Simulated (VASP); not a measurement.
Here is a VASP 6.6.1 calculation.

The input INCAR:

```
SYSTEM = AlB2Ru3
PREC     = Accurate       ! precision mode
ENCUT    = 520            ! plane-wave cutoff, eV
EDIFF    = 1E-7           ! SCF threshold, eV
ISMEAR   = 0              ! smearing method
SIGMA    = 0.1            ! smearing width, eV
LREAL    = .FALSE.        ! projectors in reciprocal space
LASPH    = .TRUE.         ! aspherical terms in the spheres
NELM     = 60             ! most SCF steps
ALGO     = Fast           ! electronic algorithm
ISIF     = 2              ! what is computed and relaxed
LWAVE    = .FALSE.        ! write WAVECAR
LCHARG   = .TRUE.         ! write CHGCAR
GGA      = PE             ! functional
LELF     = .TRUE.         ! ELF
LVHAR    = .TRUE.       
NBANDS   = 34             ! bands
```

The input KPOINTS:

```
regular mesh
0
G
  14 14 6
  0 0 0
```

The input POSCAR:

```
AlB2Ru3
1.0
    2.7570330952      0.0000000000      0.0000000000
    0.0000000000      2.7570330952      0.0000000000
    0.0000000000      0.0000000000      8.7585108127
Al B Ru
1 2 3
Direct
    0.0000000000      0.0000000000      0.0000000000
    0.0000000000      0.0000000000      0.3347900419
    0.0000000000      0.0000000000      0.6652099581
    0.5000000000      0.5000000000      0.2022963394
    0.5000000000      0.5000000000      0.5000000000
    0.5000000000      0.5000000000      0.7977036606
```

Potentials or basis: VASP PAW PBE potentials, release 64 (Al, B, Ru_pv).

The run is started by

```console
$ cat potpaw_PBE.64/Al/POTCAR potpaw_PBE.64/B/POTCAR potpaw_PBE.64/Ru_pv/POTCAR > POTCAR
$ mpirun -np 1 vasp_std > vasp.out
```

What does it give for the pressure?

0.0 GPa.

Forces in eV/Å, atoms in the order of the input:
```
Al   0.000  0.000  0.000
B    0.000  0.000  0.000
B    0.000  0.000  0.000
Ru   0.000  0.000 -0.002
Ru   0.000  0.000  0.000
Ru   0.000  0.000  0.002
```
